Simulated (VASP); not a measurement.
# CsBa3 (P6_3/mmc) in VASP: single point with PBE

Aim: the single point of CsBa3 with PBE.

Program: VASP 6.6.1. These are calculated values, not measurements. Logs are shortened: lines on timing, memory, paths and dates and some standing lists are left out, and cuts for length are marked.

**1. The cell of the first run**

It takes space group P6_3/mmc (No. 194, hexagonal). The conventional cell has a = 9.020 Å, b = 9.020 Å, c = 7.240 Å, α = 90.00°, β = 90.00°, γ = 120.00°. Cs (site symmetry -6m2) has 12 Ba at 4.46 to 4.51 Å within 5.8 Å. Ba (site symmetry mm2) has 4 Cs at 4.46 to 4.51 Å and 8 Ba at 4.46 to 4.52 Å within 5.8 Å.

**2. Single point, PBE**

INCAR

```
SYSTEM = CsBa3
PREC     = Accurate       ! precision mode
ENCUT    = 520            ! plane-wave cutoff, eV
EDIFF    = 1E-7           ! SCF threshold, eV
ISMEAR   = 0              ! smearing method
SIGMA    = 0.1            ! smearing width, eV
LREAL    = .FALSE.        ! projectors in reciprocal space
LASPH    = .TRUE.         ! aspherical terms in the spheres
NELM     = 100            ! most SCF steps
ALGO     = Fast           ! electronic algorithm
ISIF     = 2              ! what is computed and relaxed
LWAVE    = .FALSE.        ! write WAVECAR
LCHARG   = .TRUE.         ! write CHGCAR
GGA      = PE             ! functional
LELF     = .TRUE.         ! ELF
LVHAR    = .TRUE.       
NBANDS   = 49             ! bands
```

KPOINTS

```
Automatic mesh
0
G
  3 3 4
  0 0 0
```

POSCAR

```
CsBa3
1.0
    9.0199041738      0.0000000000      0.0000000000
   -4.5099520869      7.8114661542      0.0000000000
    0.0000000000      0.0000000000      7.2398648014
Cs Ba
2 6
Direct
    0.3333333333      0.6666666667      0.2500000000
    0.6666666667      0.3333333333      0.7500000000
    0.8330000000      0.6660000000      0.2500000000
    0.1670000000      0.8330000000      0.7500000000
    0.3340000000      0.1670000000      0.2500000000
    0.1670000000      0.3340000000      0.7500000000
    0.8330000000      0.1670000000      0.2500000000
    0.6660000000      0.8330000000      0.7500000000
```

Potentials or basis: VASP PAW PBE potentials, release 64 (Cs_sv, Ba_sv).

Launch:

```console
> cat potpaw_PBE.64/Cs_sv/POTCAR potpaw_PBE.64/Ba_sv/POTCAR > POTCAR
> mpirun -np 1 vasp_std > vasp.out
```

OUTCAR:

```text
SYSTEM = CsBa3
   PREC = Accurate
   ENCUT = 520
   EDIFF = 1E-7
   ISMEAR = 0
   LREAL = .FALSE.
   LASPH = .TRUE.
   NELM = 100
   ISIF = 2
   GGA = PE

 ion  position               nearest neighbor table
   1  0.333  0.667  0.250-
   2  0.667  0.333  0.750-
   3  0.833  0.666  0.250-   4 4.46   8 4.46   4 4.46   8 4.46   7 4.50   5 4.50   5 4.52   7 4.52

   4  0.167  0.833  0.750-   5 4.46   5 4.46   3 4.46   3 4.46   6 4.50   8 4.50   6 4.52   8 4.52

   5  0.334  0.167  0.250-   4 4.46   4 4.46   6 4.46   6 4.46   3 4.50   7 4.50   3 4.52   7 4.52

   6  0.167  0.334  0.750-   5 4.46   7 4.46   5 4.46   7 4.46   4 4.50   8 4.50   4 4.52   8 4.52

   7  0.833  0.167  0.250-   8 4.46   8 4.46   6 4.46   6 4.46   3 4.50   5 4.50   3 4.52   5 4.52

   8  0.666  0.833  0.750-   7 4.46   7 4.46   3 4.46   3 4.46   6 4.50   4 4.50   6 4.52   4 4.52

  LATTYP: Found a hexagonal cell.
 ALAT       =     9.0199041738
 C/A-ratio  =     0.8026542923

  Lattice vectors:

 A1 = (   9.0199041738,   0.0000000000,   0.0000000000)
 A2 = (  -4.5099520869,   7.8114661542,   0.0000000000)
 A3 = (   0.0000000000,   0.0000000000,   7.2398648014)

Analysis of symmetry for initial positions (statically):
=====================================================================
 Subroutine PRICEL returns:
 Original cell was already a primitive cell.

 Routine SETGRP: Setting up the symmetry group for a
 hexagonal supercell.

 Subroutine GETGRP returns: Found 24 space group operations
 (whereof 12 operations were pure point group operations)
 out of a pool of 24 trial point group operations.

The static configuration has the point symmetry D_3d.
 The point group associated with its full space group is D_6h.

Analysis of symmetry for dynamics (positions and initial velocities):
=====================================================================
 Subroutine PRICEL returns:
 Original cell was already a primitive cell.

 Routine SETGRP: Setting up the symmetry group for a
 hexagonal supercell.

 Subroutine GETGRP returns: Found 24 space group operations
 (whereof 12 operations were pure point group operations)
 out of a pool of 24 trial point group operations.

The dynamic configuration has the point symmetry D_3d.
 The point group associated with its full space group is D_6h.

 Subroutine INISYM returns: Found 24 space group operations
 (whereof 12 operations are pure point group operations),
 and found     1 'primitive' translations

----------------------------------------------------------------------------------------

                                     Primitive cell

  volume of cell :     510.1113

  direct lattice vectors                    reciprocal lattice vectors
     9.019904174  0.000000000  0.000000000     0.110865923  0.064008470  0.000000000
    -4.509952087  7.811466154  0.000000000     0.000000000  0.128016941  0.000000000
     0.000000000  0.000000000  7.239864801     0.000000000  0.000000000  0.138124126

  length of vectors
     9.019904174  9.019904174  7.239864801     0.128016941  0.128016941  0.138124126

  position of ions in fractional coordinates (direct lattice)
     0.333333333  0.666666667  0.250000000
     0.666666667  0.333333333  0.750000000
     0.833000000  0.666000000  0.250000000
     0.167000000  0.833000000  0.750000000
     0.334000000  0.167000000  0.250000000
     0.167000000  0.334000000  0.750000000
     0.833000000  0.167000000  0.250000000
     0.666000000  0.833000000  0.750000000

  ion indices of the primitive-cell ions
   primitive index   ion index
                 1           1
                 2           2
                 3           3
                 4           4
                 5           5
                 6           6
                 7           7
                 8           8

----------------------------------------------------------------------------------------

 KPOINTS: Automatic mesh

Automatic generation of k-mesh.
 Grid dimensions read from file:
 generate k-points for:    3    3    4

 Generating k-lattice:

  Cartesian coordinates                     Fractional coordinates (reciprocal lattice)
     0.036955308  0.021336157  0.000000000     0.333333333 -0.000000000  0.000000000
     0.000000000  0.042672314  0.000000000     0.000000000  0.333333333  0.000000000
     0.000000000  0.000000000  0.034531032     0.000000000  0.000000000  0.250000000

  Length of vectors
     0.042672314  0.042672314  0.034531032

  Shift w.r.t. Gamma in fractional coordinates (k-lattice)
     0.000000000  0.000000000  0.000000000

 Subroutine IBZKPT returns following result:
 ===========================================

 Found      9 irreducible k-points:

 Following reciprocal coordinates:
            Coordinates               Weight
  0.000000  0.000000  0.000000      1.000000
  0.333333 -0.000000  0.000000      6.000000
  0.333333  0.333333  0.000000      2.000000
  0.000000  0.000000  0.250000      2.000000
  0.333333 -0.000000  0.250000     12.000000
  0.333333  0.333333  0.250000      4.000000
  0.000000  0.000000  0.500000      1.000000
  0.333333 -0.000000  0.500000      6.000000
  0.333333  0.333333  0.500000      2.000000
   k-points           NKPTS =      9   k-points in BZ     NKDIM =      9   number of bands    NBANDS=     49
   number of dos      NEDOS =    301   number of ions     NIONS =      8
   total plane-waves  NPLWV = 264600
   dimension x,y,z NGX =    70 NGY =   70 NGZ =   54
   dimension x,y,z NGXF=   140 NGYF=  140 NGZF=  108
   ions per type =               2   6
   NGX,Y,Z   is equivalent  to a cutoff of  12.90, 12.90, 12.40 a.u.
   NGXF,Y,Z  is equivalent  to a cutoff of  25.80, 25.80, 24.80 a.u.
 SYSTEM =  CsBa3
   PREC   = accura    normal or accurate (medium, high low for compatibility)
   ISTART =      0    job   : 0-new  1-cont  2-samecut
   ICHARG =      2    charge: 1-file 2-atom 10-const
   ISPIN  =      1    spin polarized calculation?
   LNONCOLLINEAR =      F non collinear calculations
   LSORBIT =      F    spin-orbit coupling
   LASPH  =      T    aspherical Exc in radial PAW
   ENCUT  =  520.0 eV  38.22 Ry    6.18 a.u.  16.77 16.77 13.46*2*pi/ulx,y,z
   NELM   =    100;   NELMIN=  2; NELMDL= -5     # of ELM steps
   EDIFF  = 0.1E-06   stopping-criterion for ELM
   LREAL  =      F    real-space projection
   EDIFFG = 0.1E-05   stopping-criterion for IOM
   NSW    =      0    number of steps for IOM
   IBRION =     -1    ionic relax: 0-MD 1-quasi-New 2-CG
   NFREE  =      0    steps in history (QN), initial steepest desc. (CG)
   ISIF   =      2    stress and relaxation
   ISYM   =      2    0-nonsym 1-usesym 2-fastsym
   POTIM  = 0.5000    time-step for ionic-motion
   TEBEG  =    0.0;   TEEND  =   0.0 temperature during run
   PSTRESS=    0.0 pullay stress
   NELECT =      78.0000    total number of electrons
   NUPDOWN=      -1.0000    fix difference up-down
   EMIN   =  10.00;   EMAX   =-10.00  energy-range for DOS
   EFERMI =   0.00;   METHOD = LEGACY
   ISMEAR =     0;   SIGMA  =   0.10  broadening in eV -4-tet -1-fermi 0-gaus
   EFERMI_NEDOS =   21; number of points for ismear=-14 and -15
   IALGO  =     68    algorithm
   IMIX   =      4    mixing-type and parameters
     AMIX     =   0.40;   BMIX     =  1.00
     AMIX_MAG =   1.60;   BMIX_MAG =  1.00
  volume/ion in A,a.u.               =      63.76       430.30
  Fermi-wavevector in a.u.,A,eV,Ry     =   0.875423  1.654310 10.427040  0.766366
  Thomas-Fermi vector in A             =   1.995092
   LORBIT       =      0    0 simple, 1 ext, 2 COOP (PROOUT), +10 PAW based schemes
   GGA     = PE    functional components
   LHFCALC =     F    Hartree Fock is set to
   AEXX    =    0.0000 exact exchange contribution
   IVDW    =     0    specifies the selected vdW correction
   LEPSILON=     F    determine dielectric tensor
   LRPA    =     F    only Hartree local field effects (RPA)
 non-spin polarized calculation
 RMM-DIIS sequential band-by-band and
 Gauss-broadening in eV      SIGMA  =   0.10
  energy-cutoff  :      520.00
  volume of cell :      510.11
 maximum number of plane-waves:     13770
 NGX is ok and might be reduce to    70
   NGX = 33   NGY = 33   NGZ = 27

 number of electron      77.9999998 magnetization

 Free energy of the ion-electron system (eV)
  ---------------------------------------------------
  ext. energy  EPLUGINS =         0.00000000
  ---------------------------------------------------
  free energy    TOTEN  =       -11.73859409 eV

  energy without entropy =      -11.65503178  energy(sigma->0) =      -11.69681294

 E-fermi :   1.7730     XC(G=0):  -7.3225

 val. band max:        1.7537108597   @ k =   0.3333  -0.0000   0.2500
 cond. band min:       1.7829521157   @ k =   0.3333   0.3333   0.2500
 fundamental gap:      0.0292412559
 Fermi energy:         1.7729562324

 k-point     1 :       0.0000    0.0000    0.0000
  band No.  band energies     occupation
      1     -27.3166      2.00000
      2     -27.2922      2.00000
      3     -27.2922      2.00000
      4     -27.2897      2.00000
      5     -27.2790      2.00000
      6     -27.2790      2.00000
[... 41 lines left out ...]
     48       3.1130      0.00000
     49       3.1639      0.00000

 k-point     2 :       0.3333   -0.0000    0.0000
  band No.  band energies     occupation
      1     -27.3117      2.00000
      2     -27.2978      2.00000
      3     -27.2923      2.00000
      4     -27.2877      2.00000
      5     -27.2804      2.00000
      6     -27.2790      2.00000
[... 41 lines left out ...]
     48       2.9968      0.00000
     49       3.0679      0.00000

 k-point     3 :       0.3333    0.3333    0.0000
  band No.  band energies     occupation
      1     -27.3074      2.00000
      2     -27.2983      2.00000
      3     -27.2983      2.00000
      4     -27.2821      2.00000
      5     -27.2821      2.00000
      6     -27.2806      2.00000
[... 301 lines left out ...]
     48       2.8713      0.00000
     49       2.9360      0.00000

 k-point     9 :       0.3333    0.3333    0.5000
  band No.  band energies     occupation
      1     -27.2948      2.00000
      2     -27.2948      2.00000
      3     -27.2940      2.00000
      4     -27.2940      2.00000
      5     -27.2856      2.00000
      6     -27.2856      2.00000
[... 41 lines left out ...]
     48       2.7596      0.00000
     49       2.8199      0.00000

------------------------ aborting loop because EDIFF is reached ----------------------------------------

  FORCE on cell =-STRESS in cart. coord.  units (eV):
  Direction    XX          YY          ZZ          XY          YZ          ZX
  --------------------------------------------------------------------------------------
  -------------------------------------------------------------------------------------
  Total        2.1438352      2.1438352      3.9210425      0.0000000      0.0000000      0.0000000
  in kB        6.7334408      6.7334408     12.3153623      0.0000000      0.0000000      0.0000000
  external PRESSURE =       8.5940813 kB  Pullay stress =       0.0000000 kB

 VOLUME and BASIS-vectors are now :
 -----------------------------------------------------------------------------
  energy-cutoff  :      520.00
  volume of cell :      510.11
      direct lattice vectors                 reciprocal lattice vectors
     9.019904174  0.000000000  0.000000000     0.110865923  0.064008470  0.000000000
    -4.509952087  7.811466154  0.000000000     0.000000000  0.128016941  0.000000000
     0.000000000  0.000000000  7.239864801     0.000000000  0.000000000  0.138124126

 POSITION                                       TOTAL-FORCE (eV/Angst)
 -----------------------------------------------------------------------------------
     -0.00000      5.20764      1.80997         0.000000     -0.000000      0.000000
      4.50995      2.60382      5.42990         0.000000     -0.000000      0.000000
      4.50995      5.20244      1.80997         0.000000      0.184389      0.000000
     -2.25047      6.50695      5.42990        -0.159685      0.092194      0.000000
      2.25949      1.30451      1.80997        -0.159685     -0.092194      0.000000
      0.00000      2.60903      5.42990        -0.000000     -0.184389      0.000000
      6.76042      1.30451      1.80997         0.159685     -0.092194      0.000000
      2.25047      6.50695      5.42990         0.159685      0.092194      0.000000
 -----------------------------------------------------------------------------------
    total drift:                                0.000000     -0.000000      0.000000

  FREE ENERGIE OF THE ION-ELECTRON SYSTEM (eV)
  ---------------------------------------------------
  free  energy   TOTEN  =       -11.7385940916 eV

  energy  without entropy=      -11.6550317799  energy(sigma->0) =      -11.69681294
```

Run time: 12 min. Hardware: 1 thread of Intel Xeon Platinum 8488C (Sapphire Rapids), shared host; peak memory 0.66 GiB.

What came out:

- Free energy: -11.7386 eV
- Pressure: 0.9 GPa
- Largest force: 0.184 eV/Å
- Band gap on the k mesh: zero (bands 39 and 40 overlap by 0.78 eV)

Forces on the atoms (eV/Å):
```
Cs   0.000  0.000  0.000
Cs   0.000  0.000  0.000
Ba   0.000  0.184  0.000
Ba  -0.160  0.092  0.000
Ba  -0.160 -0.092  0.000
Ba   0.000 -0.184  0.000
Ba   0.160 -0.092  0.000
Ba   0.160  0.092  0.000
```

Caveat: spin-orbit coupling is left out, which moves the levels of the heavy elements.

The gap in the log of VASP goes by the Fermi energy; the results here count the filled bands.